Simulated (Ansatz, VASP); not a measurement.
# One calculation of KMgF3, two programs

The input INCAR:

```
SYSTEM = KMgF3
  PREC = Accurate
  ENCUT = 520
  EDIFF = 1E-6
  ISMEAR = 0
  SIGMA = 0.05
  LREAL = .False.
  LASPH = .True.
  NELM = 100
  ALGO = Normal
  ISIF = 2
  LWAVE = .False.
  LCHARG = .True.
  GGA = CA
  LELF = .True.
  LVHAR = .True.
  NBANDS = 24
```

Contents of KPOINTS:

```
regular mesh
0
Gamma
  6 6 6
  0 0 0
```

File POSCAR:

```
KMgF3
1.0
    3.9859000000      0.0149471250      0.0000000000
    0.0149471250      3.9859000000      0.0000000000
    0.0000000000      0.0000000000      3.9859000000
K Mg F
1 1 3
Direct
    0.5000000000      0.5000000000      0.5000000000
    0.0000000000      0.0000000000      0.0000000000
    0.5000000000      0.0000000000      0.0000000000
    0.0000000000      0.5000000000      0.0000000000
    0.0000000000      0.0000000000      0.5000000000
```

Input for Ansatz:

```yaml
crystal:
  lattice:
    - [3.9859, 0.014947125, 0.0]
    - [0.014947125, 3.9859, 0.0]
    - [0.0, 0.0, 3.9859]
  atoms:
    - { symbol: K, position: [0.5, 0.5, 0.5] }
    - { symbol: Mg, position: [0.0, 0.0, 0.0] }
    - { symbol: F, position: [0.5, 0.0, 0.0] }
    - { symbol: F, position: [0.0, 0.5, 0.0] }
    - { symbol: F, position: [0.0, 0.0, 0.5] }
basis:
  ecutwfc: 420
kpoints:
  mp_grid: { grid: [6, 6, 6] }
hamiltonian:
  xc: lda
scf:
  occupations: { method: gaussian, width: 0.05 }
output:
  forces: true
  stress: true
  eigenvalues: true
```

Change from the starting cell: strain +0.0075 x Voigt [0, 0, 0, 0, 0, 1], atoms carried along.

Alike in both runs: task single point; functional LDA; k mesh 6 × 6 × 6; occupations gaussian, width 0.05 eV; no spin polarisation.

|  | VASP | Ansatz |
| --- | --- | --- |
| version | VASP 6.6.1 | Ansatz 0.2.0 |
| potentials or method | VASP PAW LDA potentials, release 64 (K_sv, Mg, F), cutoff 520 eV | scalar-relativistic, plane waves, PAW |
| valence electrons in the cell | 32 | 40 |

Ansatz gave:

| Quantity | Value |
| --- | --- |
| gap on the k mesh at the Fermi level (eV) | 6.98 |
| least direct gap on the mesh (eV) | 7.29 |
| pressure (GPa) | -4.5 |
| traceless stress, the component that is largest in VASP (GPa) | -0.33 |

**Question.** Which values does VASP return?

**Answer.** gap on the k mesh at the Fermi level (eV): 6.95; least direct gap on the mesh (eV): 7.27; pressure (GPa): -5.3; traceless stress, the component that is largest in VASP (GPa): -0.34.

LDA's correlation is that of Perdew and Zunger in VASP and of Perdew and Wang (1992) in Ansatz. VASP's potentials hold 32 valence electrons a cell and Ansatz's 40, so a difference there can come from the potentials and not from the codes.
